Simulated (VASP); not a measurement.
# ZnSe (F-43m) in VASP: notebook, part 2 of 2

VASP 6.6.1. The steps go on from the part before.

### 3 Single point, PBE

This run uses another cell than the first one, of 27.27 Å³/atom, 1.200 times its volume.

INCAR reads:

```
PREC = Accurate
ENCUT = 520
EDIFF = 1E-6
ISMEAR = 0
SIGMA = 0.1
LREAL = F
LASPH = T
NELM = 60
ALGO = Normal
ISIF = 2
LWAVE = F
LCHARG = T
GGA = PE
LELF = T
LVHAR = T
NBANDS = 16
```

KPOINTS reads:

```
Automatic mesh
0
Gamma
  4 4 4
```

POSCAR reads:

```
ZnSe
1.0
    0.0000000000      3.0099193376      3.0099193376
    3.0099193376      0.0000000000      3.0099193376
    3.0099193376      3.0099193376      0.0000000000
Zn Se
1 1
Direct
    0.0000000000      0.0000000000      0.0000000000
    0.7500000000      0.7500000000      0.7500000000
```

Potentials or basis: VASP PAW PBE potentials, release 64 (Zn, Se).

Command:

```console
$ cat potpaw_PBE.64/Zn/POTCAR potpaw_PBE.64/Se/POTCAR > POTCAR
$ mpirun -np 1 vasp_std > vasp.out
```

OUTCAR:

```text
PREC = Accurate
   ENCUT = 520
   EDIFF = 1E-6
   ISMEAR = 0
   LREAL = F
   LASPH = T
   NELM = 60
   ISIF = 2
   GGA = PE

 ion  position               nearest neighbor table
   1  0.000  0.000  0.000-   2 2.61   2 2.61   2 2.61   2 2.61
   2  0.750  0.750  0.750-   1 2.61   1 2.61   1 2.61   1 2.61

  LATTYP: Found a face centered cubic cell.
 ALAT       =     6.0198386752

  Lattice vectors:

 A1 = (   0.0000000000,   3.0099193376,   3.0099193376)
 A2 = (   3.0099193376,   0.0000000000,   3.0099193376)
 A3 = (   3.0099193376,   3.0099193376,   0.0000000000)

Analysis of symmetry for initial positions (statically):
=====================================================================
 Subroutine PRICEL returns:
 Original cell was already a primitive cell.

 Routine SETGRP: Setting up the symmetry group for a
 face centered cubic supercell.

 Subroutine GETGRP returns: Found 24 space group operations
 (whereof 24 operations were pure point group operations)
 out of a pool of 48 trial point group operations.

The static configuration has the point symmetry T_d .

Analysis of symmetry for dynamics (positions and initial velocities):
=====================================================================
 Subroutine PRICEL returns:
 Original cell was already a primitive cell.

 Routine SETGRP: Setting up the symmetry group for a
 face centered cubic supercell.

 Subroutine GETGRP returns: Found 24 space group operations
 (whereof 24 operations were pure point group operations)
 out of a pool of 48 trial point group operations.

The dynamic configuration has the point symmetry T_d .

 Subroutine INISYM returns: Found 24 space group operations
 (whereof 24 operations are pure point group operations),
 and found     1 'primitive' translations

----------------------------------------------------------------------------------------

                                     Primitive cell
[... 91 lines left out ...]
   IALGO  =     38    algorithm
   IMIX   =      4    mixing-type and parameters
     AMIX     =   0.40;   BMIX     =  1.00
     AMIX_MAG =   1.60;   BMIX_MAG =  1.00
  volume/ion in A,a.u.               =      27.27       184.02
  Fermi-wavevector in a.u.,A,eV,Ry     =   1.131360  2.137960 17.415122  1.279975
  Thomas-Fermi vector in A             =   2.268059
   LORBIT       =      0    0 simple, 1 ext, 2 COOP (PROOUT), +10 PAW based schemes
   GGA     = PE    functional components
   LHFCALC =     F    Hartree Fock is set to
   AEXX    =    0.0000 exact exchange contribution
   IVDW    =     0    specifies the selected vdW correction
   LEPSILON=     F    determine dielectric tensor
   LRPA    =     F    only Hartree local field effects (RPA)
 non-spin polarized calculation
 Gauss-broadening in eV      SIGMA  =   0.10
  energy-cutoff  :      520.00
  volume of cell :       54.54
 maximum number of plane-waves:      1480
   NGX = 15   NGY = 15   NGZ = 15

 number of electron      18.0000002 magnetization

 Free energy of the ion-electron system (eV)
  ---------------------------------------------------
  ext. energy  EPLUGINS =         0.00000000
  ---------------------------------------------------
  free energy    TOTEN  =        -5.82840341 eV

  energy without entropy =       -5.82840302  energy(sigma->0) =       -5.82840322

 E-fermi :   0.5626     XC(G=0):  -8.5079

 val. band max:        0.2546691516   @ k =   0.0000   0.0000   0.0000
 cond. band min:       0.8530349999   @ k =   0.0000   0.0000   0.0000
 fundamental gap:      0.5983658483
 Fermi energy:         0.5625870618

 k-point     1 :       0.0000    0.0000    0.0000
  band No.  band energies     occupation
      1     -12.0047      2.00000
      2      -5.8275      2.00000
      3      -5.8275      2.00000
      4      -5.8275      2.00000
      5      -5.6019      2.00000
      6      -5.6019      2.00000
[... 129 lines left out ...]
      3      -5.7040      2.00000
      4      -5.6203      2.00000
      5      -5.6091      2.00000
      6      -5.4185      2.00000
[... 8 lines left out ...]
     15      13.0062      0.00000
     16      13.3974      0.00000

------------------------ aborting loop because EDIFF is reached ----------------------------------------

  FORCE on cell =-STRESS in cart. coord.  units (eV):
  Direction    XX          YY          ZZ          XY          YZ          ZX
  --------------------------------------------------------------------------------------
  -------------------------------------------------------------------------------------
  Total       -1.9251796     -1.9251796     -1.9251796      0.0000000      0.0000000     -0.0000000
  in kB      -56.5571178    -56.5571178    -56.5571178      0.0000000      0.0000000     -0.0000000
  external PRESSURE =     -56.5571178 kB  Pullay stress =       0.0000000 kB

 VOLUME and BASIS-vectors are now :
 -----------------------------------------------------------------------------
  energy-cutoff  :      520.00
  volume of cell :       54.54
      direct lattice vectors                 reciprocal lattice vectors
     0.000000000  3.009919338  3.009919338    -0.166117408  0.166117408  0.166117408
     3.009919338  0.000000000  3.009919338     0.166117408 -0.166117408  0.166117408
     3.009919338  3.009919338  0.000000000     0.166117408  0.166117408 -0.166117408

 POSITION                                       TOTAL-FORCE (eV/Angst)
 -----------------------------------------------------------------------------------
      0.00000      0.00000      0.00000         0.000000      0.000000      0.000000
      4.51488      4.51488      4.51488        -0.000000     -0.000000     -0.000000
 -----------------------------------------------------------------------------------
    total drift:                                0.000001      0.000001      0.000001

  FREE ENERGIE OF THE ION-ELECTRON SYSTEM (eV)
  ---------------------------------------------------
  free  energy   TOTEN  =        -5.8284034117 eV

  energy  without entropy=       -5.8284030188  energy(sigma->0) =       -5.82840322
```

stdout:

```text
POSCAR found type information on POSCAR ZnSe
 POSCAR found :  2 types and       2 ions
 scaLAPACK will be used
 LDA part: xc-table for (Slater+PW92), standard interpolation
 POSCAR, INCAR and KPOINTS ok, starting setup
 FFT: planning ... GRIDC
 FFT: planning ... GRID_SOFT
 FFT: planning ... GRID
 WAVECAR not read
 entering main loop
```

Run time: 19 s. Hardware: 1 thread of AMD EPYC 7R43 (Zen 3), shared host; peak memory 0.14 GiB.

What came out:

| Quantity | Value |
| --- | --- |
| Free energy | -5.8284 eV |
| Pressure | -5.7 GPa |
| Band gap on the k mesh | 0.60 eV, direct |

Caveat: the k points lie up to 0.45 Å⁻¹ apart. PBE gaps usually lie below the measured ones, often by a third to a half.

### 4 Single point, PBE

INCAR reads:

```
SYSTEM = ZnSe
PREC = Accurate
ENCUT = 500
EDIFF = 1E-6
ISMEAR = 0
SIGMA = 0.1
LREAL = .False.
LASPH = .True.
NELM = 120
ALGO = Normal
ISIF = 2
LWAVE = .False.
LCHARG = .True.
GGA = PE
LELF = .True.
LVHAR = .True.
NBANDS = 16
GGA_COMPAT = .False.
```

KPOINTS reads:

```
Automatic mesh
0
Gamma
  2 2 2
  0 0 0
```

POSCAR reads:

```
ZnSe
1.0
    0.0000000000      2.8324425407      2.8324425407
    2.8324425407      0.0000000000      2.8324425407
    2.8324425407      2.8324425407      0.0000000000
Zn Se
1 1
Direct
    0.0000000000      0.0000000000      0.0000000000
    0.7500000000      0.7500000000      0.7500000000
```

Command:

```console
$ cat potpaw_PBE.64/Zn/POTCAR potpaw_PBE.64/Se/POTCAR > POTCAR
$ mpirun -np 1 vasp_std > vasp.out
```

Wall time 4.1 s (1 thread of AMD EPYC 9R45 (Zen 5), shared host); peak memory 0.13 GiB.

The run converged. Its results:

| Quantity | Value |
| --- | --- |
| Free energy | -4.5440 eV |
| Pressure | 8.3 GPa |
| Band gap on the k mesh | 1.17 eV, direct |

Levels at points of the mesh, in eV from the valence-band top:
```csv
k point,band 5,band 6,band 7,band 8,band 9,band 10,band 11,band 12,band 13,band 14
"(0.00, 0.00, 0.00)",-6.59,-6.59,0.00,0.00,0.00,1.17,5.56,5.56,5.56,9.80
"(0.50, 0.00, 0.00)",-6.57,-6.42,-5.37,-0.90,-0.90,2.37,6.15,6.15,8.52,10.94
"(0.50, 0.50, 0.00)",-6.54,-6.39,-4.96,-2.25,-2.25,2.78,3.28,10.79,11.10,11.10
```

Caveat: the k points lie up to 0.96 Å⁻¹ apart.
